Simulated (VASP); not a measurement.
Set up this calculation in VASP 6.6.1, as the native input.

```
Task                               : single point
Functional                         : PBE-based screened hybrid with 25 % exact exchange
Potentials or basis                : VASP PAW PBE potentials, release 64 (Si, O)
Cutoff                             : 520 eV
k mesh                             : 5 × 5 × 5
Occupations                        : fermi-dirac, width 0.05 eV
Spin                               : no spin polarisation
Dipole correction                  : no
Grid for exact exchange (PRECFOCK) : Normal
Share of exact exchange            : 0.25
Further INCAR settings             : ALGO = Normal; EDIFF = 1e-07; NBANDS = 12
Screening parameter                : 0.15 1/Å
```

Crystal: SiO.

```xyz
2
Lattice="0.0000 2.4336 2.4336 2.4336 0.0000 2.4336 2.4336 2.4336 0.0000" Properties=species:S:1:pos:R:3 pbc="T T T"
Si    3.6505    3.6505    3.6505
O     0.0000    0.0000    0.0000
```

One way to write it, as run:

POSCAR

```
SiO
1.0
    0.0000000000      2.4336400000      2.4336400000
    2.4336400000      0.0000000000      2.4336400000
    2.4336400000      2.4336400000      0.0000000000
Si O
1 1
Direct
    0.7500000000      0.7500000000      0.7500000000
    0.0000000000      0.0000000000      0.0000000000
```

INCAR.step1

```
PREC = Accurate ; ENCUT = 520
EDIFF = 1E-5 ; ISMEAR = -1
SIGMA = 0.05 ; LREAL = False
LASPH = True ; NELM = 100
ALGO = Normal ; ISIF = 2
LWAVE = True ; NBANDS = 12
GGA = PE
```

INCAR.step2

```
PREC = Accurate ; ENCUT = 520
EDIFF = 1E-7 ; ISMEAR = -1
SIGMA = 0.05 ; LREAL = False
LASPH = True ; NELM = 100
ALGO = Normal ; ISIF = 2
LWAVE = False ; LCHARG = True
GGA = PE ; LHFCALC = True
AEXX = 0.25 ; HFSCREEN = 0.15
PRECFOCK = Normal ; LELF = True
LVHAR = True ; NBANDS = 12
ISTART = 1
```

KPOINTS

```
Automatic mesh
0
Gamma
  5 5 5
```

Potentials or basis: VASP PAW PBE potentials, release 64 (Si, O).

Run with:

```console
$ cat potpaw_PBE.64/Si/POTCAR potpaw_PBE.64/O/POTCAR > POTCAR
$ cp INCAR.step1 INCAR
$ mpirun -np 1 vasp_std > vasp.out
$ cp INCAR.step2 INCAR
$ mpirun -np 1 vasp_std > vasp.out
```

It gave:

| Property | Result |
| --- | --- |
| Pressure | -1.2 GPa |
| Band gap on the k mesh | 0.38 eV (least direct gap 1.13 eV) |

Caveat: the k points lie up to 0.45 Å⁻¹ apart; the PAW data sets were made with another functional, which shifts forces and pressure a little; an odd mesh through Γ misses points on the zone boundary, where band edges can lie.

Run time: 2.7 min on 1 thread of Intel(R) Xeon(R) Platinum 8488C (Sapphire Rapids), on a shared host, peak memory 0.26 GiB.
